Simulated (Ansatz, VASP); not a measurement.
**C in VASP and in Ansatz**

```
C
1.0
     2.49731    0.00000    0.00000
     0.00000    3.53172    0.00000
     0.00000    0.00000   17.24870
C
4
Direct
  0.00000 0.33608 0.48257
  0.50000 0.16392 0.48257
  0.50000 0.83608 0.51743
  0.00000 0.66392 0.51743
```

Alike in both runs: functional LDA; k mesh 10 × 7 × 1; occupations fermi-dirac, width 0.02 eV; no spin polarisation.

Ansatz relaxed the structure, and its values are those at the end. VASP's run is a single point on that final structure, the one shown.

|  | VASP | Ansatz |
| --- | --- | --- |
| version | VASP 6.6.1 | Ansatz 0.2.0 |
| potentials or method | VASP PAW LDA potentials, release 64 (C) | PAW with Ansatz's default frozen-core files, scalar-relativistic |
| plane-wave cutoff (eV) | 520 | 420 |
| valence electrons in the cell | 16 | 16 |

|  | VASP | Ansatz | Ansatz less VASP |
| --- | --- | --- | --- |
| rms of the force components (eV/Å) | 0.020 | 0.002 | -0.0174 |

LDA's correlation is that of Perdew and Zunger in VASP and of Perdew and Wang (1992) in Ansatz. Ansatz's warnings: stress scf threshold loose.
